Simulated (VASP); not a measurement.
Here is a VASP 6.6.1 calculation.

File INCAR:

```
SYSTEM = HfC
  PREC = Accurate
  ENCUT = 600
  EDIFF = 1E-6
  ISMEAR = 0
  SIGMA = 0.1
  LREAL = .False.
  LASPH = .True.
  NELM = 60
  ALGO = Normal
  ISIF = 3
  LWAVE = .False.
  LCHARG = .False.
  GGA = PE
  IBRION = 2
  NSW = 100
  EDIFFG = -0.005
```

The input KPOINTS:

```
regular mesh
0
Gamma
  16 16 16
  0 0 0
```

POSCAR

```
HfC
1.0
    0.0000000000      2.3171388429      2.3171388429
    2.3171388429      0.0000000000      2.3171388429
    2.3171388429      2.3171388429      0.0000000000
Hf C
1 1
Direct
    0.0000000000      0.0000000000      0.0000000000
    0.5000000000      0.5000000000      0.5000000000
```

Potentials or basis: VASP PAW PBE potentials, release 64 (Hf_pv, C).

Launch:

```sh
$ cat potpaw_PBE.64/Hf_pv/POTCAR potpaw_PBE.64/C/POTCAR > POTCAR
$ mpirun -np 1 vasp_std > vasp.out
```

(1) Estimate the relaxed volume.

(2) Estimate the band gap on the k mesh.

(3) Estimate the relaxed cell.

Answers

(1) 12.54 Å³/atom.

(2) zero (band 7 reaches 6.97 eV, above the bottom of band 8 at 5.55 eV).

(3) a = 3.286 Å, b = 3.286 Å, c = 3.286 Å, α = 60.00°, β = 60.00°, γ = 60.00°.

Caveat: spin-orbit coupling is left out, which moves the levels of the heavy elements.
